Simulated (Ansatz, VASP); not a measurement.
One calculation of PbS, two programs

Contents of INCAR:

```
ALGO = Normal ; EDIFF = 1E-7
EDIFFG = -0.025 ; ENCUT = 600
GGA = PE ; IBRION = 2
ISIF = 3 ; ISMEAR = 0
LASPH = True ; LCHARG = False
LREAL = False ; LWAVE = False
NELM = 60 ; NSW = 80
PREC = Accurate ; SIGMA = 0.1
```

Contents of KPOINTS:

```
k-points
0
Gamma
  4 4 4
```

POSCAR

```
PbS
1.0
    0.0045281645     -4.2124719132     -0.0319942673
    2.0249505055     -2.1311299024     -3.0353574611
    6.0979151630     -2.0903983397      3.0228679463
Pb S
2 2
Direct
    0.1213248273      0.6136782131      0.1245608753
    0.6011008940      0.1344128525      0.6296015080
    0.3917299502      0.8828977565      0.3746889748
    0.8858443285      0.3690111779      0.8711486419
```

Input for Ansatz:

```yaml
crystal:
  lattice:
    - [0.0045281645, -4.2124719132, -0.0319942673]
    - [2.0249505055, -2.1311299024, -3.0353574611]
    - [6.097915163, -2.0903983397, 3.0228679463]
  atoms:
    - { symbol: Pb, position: [0.1213248273, 0.6136782131, 0.1245608753] }
    - { symbol: Pb, position: [0.601100894, 0.1344128525, 0.629601508] }
    - { symbol: S, position: [0.3917299502, 0.8828977565, 0.3746889748] }
    - { symbol: S, position: [0.8858443285, 0.3690111779, 0.8711486419] }
basis:
  ecutwfc: 420
kpoints:
  mp_grid: { grid: [4, 4, 4] }
hamiltonian:
  xc: pbe
scf:
  occupations: { method: gaussian, width: 0.1 }
  lower_state_search: "off"
output:
  forces: true
  stress: true
  eigenvalues: true
relax:
  adjacent_minimum: "off"
  f_tol: 0.025
  max_steps: 60
  cell: { stress_tol: 0.25 }
```

Change from the starting cell: cell x2, atoms moved at random (sigma 0.05 Å) and cell strained at random (1.5 %), then relaxed without symmetry.

Alike in both runs: task relaxation of cell and atoms; functional PBE; k mesh 4 × 4 × 4; occupations gaussian, width 0.1 eV; no spin polarisation.

```csv
,VASP,Ansatz
version,VASP 6.6.1,Ansatz 0.2.0
potentials or method,"VASP PAW PBE potentials, release 64 (Pb_d, S), cutoff 600 eV","scalar-relativistic, plane waves, PAW"
valence electrons in the cell,40,40
```

|  | VASP | Ansatz | Ansatz less VASP |
| --- | --- | --- | --- |
| gap on the k mesh at the Fermi level, each at its own relaxed structure (eV) | 0.53 | 0.63 | +0.098 |
| relaxed volume (Å³/atom) | 27.19 | 27.33 | +0.145 |
| relaxed cell length with the largest relative difference (Å) | 7.353 | 7.415 | +0.0612 |

The k mesh is coarse, so the values compare programs but aren't converged. Spin-orbit coupling is off throughout.
